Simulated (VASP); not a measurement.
# ScSi2 (P6/mmm) in VASP: settings compared, part 2 of 2

VASP 6.6.1. The steps go on from the part before.

### Step 6. Single point, r2SCAN (16.16 Å³/atom)

This run uses another cell than the first one, of 16.16 Å³/atom.

POSCAR

```
ScSi2
1.0
    3.7551071800      0.0000000000      0.0000000000
   -1.8775535900      3.2520182118      0.0000000000
    0.0000000000      0.0000000000      3.9705641500
Sc Si
1 2
Direct
    0.0000000000      0.0000000000      0.0000000000
    0.6666666667      0.3333333333      0.5000000000
    0.3333333333      0.6666666667      0.5000000000
```

INCAR.step1

```
SYSTEM = ScSi2
ALGO = Normal
EDIFF = 1E-5
ENCUT = 550
GGA = PE
GGA_COMPAT = .FALSE.
ISMEAR = -1
LASPH = .TRUE.
LCHARG = .FALSE.
LREAL = .FALSE.
LWAVE = .TRUE.
NBANDS = 16
NELM = 120
PREC = Accurate
SIGMA = 0.15
```

INCAR.step2

```
SYSTEM = ScSi2
ALGO = Normal
EDIFF = 1E-6
ENCUT = 550
GGA_COMPAT = .FALSE.
ISIF = 2
ISMEAR = -1
ISTART = 1
LASPH = .TRUE.
LCHARG = .FALSE.
LMIXTAU = .TRUE.
LREAL = .FALSE.
LWAVE = .FALSE.
METAGGA = R2SCAN
NBANDS = 16
NELM = 120
PREC = Accurate
SIGMA = 0.15
```

KPOINTS

```
k-points
0
G
  8 8 7
  0 0 0
```

Potentials or basis: VASP PAW PBE potentials, release 64 (Sc_sv, Si).

Started as:

```console
cat potpaw_PBE.64/Sc_sv/POTCAR potpaw_PBE.64/Si/POTCAR > POTCAR
cp INCAR.step1 INCAR
mpirun -np 1 vasp_std > vasp.out
cp INCAR.step2 INCAR
mpirun -np 1 vasp_std > vasp.out
```

OUTCAR:

```text
SYSTEM = ScSi2
   EDIFF = 1E-6
   ENCUT = 550
   ISIF = 2
   ISMEAR = -1
   ISTART = 1
   LASPH = .TRUE.
   LREAL = .FALSE.
   METAGGA = R2SCAN
   NELM = 120
   PREC = Accurate

 ion  position               nearest neighbor table
   1  0.000  0.000  0.000-   2 2.94   3 2.94   2 2.94   3 2.94   3 2.94   3 2.94   2 2.94   2 2.94
                             2 2.94   2 2.94   3 2.94   3 2.94
   2  0.667  0.333  0.500-   3 2.17   3 2.17   3 2.17   1 2.94   1 2.94   1 2.94   1 2.94   1 2.94
                             1 2.94
   3  0.333  0.667  0.500-   2 2.17   2 2.17   2 2.17   1 2.94   1 2.94   1 2.94   1 2.94   1 2.94
                             1 2.94

  LATTYP: Found a hexagonal cell.
 ALAT       =     3.7551071800
 C/A-ratio  =     1.0573770494

  Lattice vectors:

 A1 = (   3.7551071800,   0.0000000000,   0.0000000000)
 A2 = (  -1.8775535900,   3.2520182118,   0.0000000000)
 A3 = (   0.0000000000,   0.0000000000,   3.9705641500)

Analysis of symmetry for initial positions (statically):
=====================================================================
 Subroutine PRICEL returns:
 Original cell was already a primitive cell.

 Routine SETGRP: Setting up the symmetry group for a
 hexagonal supercell.

 Subroutine GETGRP returns: Found 24 space group operations
 (whereof 24 operations were pure point group operations)
 out of a pool of 24 trial point group operations.

The static configuration has the point symmetry D_6h.

Analysis of symmetry for dynamics (positions and initial velocities):
=====================================================================
 Subroutine PRICEL returns:
 Original cell was already a primitive cell.

 Routine SETGRP: Setting up the symmetry group for a
 hexagonal supercell.

 Subroutine GETGRP returns: Found 24 space group operations
 (whereof 24 operations were pure point group operations)
 out of a pool of 24 trial point group operations.

The dynamic configuration has the point symmetry D_6h.

 Subroutine INISYM returns: Found 24 space group operations
[... 120 lines left out ...]
  volume/ion in A,a.u.               =      16.16       109.07
  Fermi-wavevector in a.u.,A,eV,Ry     =   1.197982  2.263857 19.526540  1.435160
  Thomas-Fermi vector in A             =   2.333883
   LORBIT       =      0    0 simple, 1 ext, 2 COOP (PROOUT), +10 PAW based schemes
   METAGGA = R2SCAN    functional components
   LHFCALC =     F    Hartree Fock is set to
   AEXX    =    0.0000 exact exchange contribution
   IVDW    =     0    specifies the selected vdW correction
   LEPSILON=     F    determine dielectric tensor
   LRPA    =     F    only Hartree local field effects (RPA)
 non-spin polarized calculation
  energy-cutoff  :      550.00
  volume of cell :       48.49
 maximum number of plane-waves:      1437
 NGX is ok and might be reduce to    30
   NGX = 15   NGY = 15   NGZ = 15

 number of electron      19.0000001 magnetization

 Free energy of the ion-electron system (eV)
  ---------------------------------------------------
  ext. energy  EPLUGINS =         0.00000000
  ---------------------------------------------------
  free energy    TOTEN  =       -29.68910076 eV

  energy without entropy =      -29.57619997  energy(sigma->0) =      -29.63265037

 E-fermi :   8.5982     XC(G=0): -11.5437

 val. band max:        8.5242646938   @ k =   0.1250   0.0000   0.4286
 cond. band min:       8.6008399614   @ k =   0.2500   0.0000   0.2857
 fundamental gap:      0.0765752676
 Fermi energy:         8.5982457037

 k-point     1 :       0.0000    0.0000    0.0000
  band No.  band energies     occupation
      1     -43.4735      2.00000
      2     -21.1804      2.00000
      3     -21.1312      2.00000
      4     -21.1312      2.00000
      5      -5.6270      2.00000
      6       4.7300      2.00000
[... 433 lines left out ...]
      3     -21.1939      2.00000
      4     -21.1469      2.00000
      5      -3.4558      2.00000
      6       0.0957      2.00000
[... 8 lines left out ...]
     15      12.6804      0.00000
     16      14.1604      0.00000

 [... further k-points ...]

------------------------ aborting loop because EDIFF is reached ----------------------------------------

  FORCE on cell =-STRESS in cart. coord.  units (eV):
  Direction    XX          YY          ZZ          XY          YZ          ZX
  --------------------------------------------------------------------------------------
  -------------------------------------------------------------------------------------
  Total        5.9124145      5.9124145     -1.5913748      0.0000000     -0.0000000      0.0000000
  in kB      195.3655269    195.3655269    -52.5842306      0.0000000     -0.0000000      0.0000000
  external PRESSURE =     112.7156078 kB  Pullay stress =       0.0000000 kB

 VOLUME and BASIS-vectors are now :
 -----------------------------------------------------------------------------
  energy-cutoff  :      550.00
  volume of cell :       48.49
      direct lattice vectors                 reciprocal lattice vectors
     3.755107180  0.000000000  0.000000000     0.266303983  0.153750676  0.000000000
    -1.877553590  3.252018212  0.000000000     0.000000000  0.307501353  0.000000000
     0.000000000  0.000000000  3.970564150     0.000000000  0.000000000  0.251853380

 POSITION                                       TOTAL-FORCE (eV/Angst)
 -----------------------------------------------------------------------------------
      0.00000      0.00000      0.00000        -0.000000      0.000000      0.000000
      1.87755      1.08401      1.98528         0.000000      0.000000      0.000000
     -0.00000      2.16801      1.98528        -0.000000      0.000000      0.000000
 -----------------------------------------------------------------------------------
    total drift:                                0.000000     -0.000000      0.000000

  FREE ENERGIE OF THE ION-ELECTRON SYSTEM (eV)
  ---------------------------------------------------
  free  energy   TOTEN  =       -29.6891007647 eV

  energy  without entropy=      -29.5761999716  energy(sigma->0) =      -29.63265037
```

Run time: 91 s. Hardware: 1 thread of AMD EPYC 7R13 (Zen 3), shared host; peak memory 0.16 GiB.

What came out:

* Free energy: -29.6891 eV
* Pressure: 11.3 GPa
* Band gap on the k mesh: zero (an odd number of electrons rules out a gap without spin polarisation)

Levels at points of the mesh, in eV from the Fermi level:
```
           k point  band 6  band 7  band 8  band 9  band 10  band 11  band 12  band 13
(0.00, 0.00, 0.00)   -3.87   -3.63   -3.63   -1.93     0.81     0.98     0.98     1.63
(0.50, 0.00, 0.00)  -10.08   -4.79   -3.31   -2.71     0.28     0.82     2.18     2.37
```

Caveat: the cell stands under pressure; the PAW data sets were made with another functional, which shifts forces and pressure a little.

### Step 7. The runs side by side

| level | spin | cell | cutoff (eV) | smearing | gap on the mesh (eV) | pressure (GPa) |
| --- | --- | --- | --- | --- | --- | --- |
| BLYP | off | a = 3.660, b = 3.660, c = 3.870 Å, angles 90.0, 90.0, 120.0°, 3 atoms | 500 | methfessel-paxton 0.15 eV | none | 29.5 |
| b88 exchange, pbe correlation | collinear | a = 3.660, b = 3.660, c = 3.870 Å, angles 90.0, 90.0, 120.0°, 3 atoms | 500 | fermi-dirac 0.05 eV | none | 25.4 |
| PBEsol+D3(BJ) | off | a = 3.660, b = 3.660, c = 3.870 Å, angles 90.0, 90.0, 120.0°, 3 atoms | 500 | fermi-dirac 0.05 eV | none | 16.9 |
| r2SCAN+D4 | off | a = 3.660, b = 3.660, c = 3.870 Å, angles 90.0, 90.0, 120.0°, 3 atoms | 550 | methfessel-paxton 0.1 eV | none | 23.3 |
| r2SCAN | off | a = 3.755, b = 3.755, c = 3.971 Å, angles 90.0, 90.0, 120.0°, 3 atoms | 550 | fermi-dirac 0.15 eV | none | 11.3 |

Alike in all rows: task single point; potentials or basis VASP PAW PBE potentials, release 64 (Sc_sv, Si); k mesh 8 × 8 × 7.

The pressure there spans 16.9 GPa (PBEsol+D3(BJ)) to 29.5 GPa (BLYP); a positive pressure means that this level wants a larger cell, a negative one a smaller.

Caveats: the cell stands under pressure; the PAW data sets were made with another functional, which shifts forces and pressure a little.

Total energies depend on the potentials used, so only differences within one code and one set of settings carry meaning.
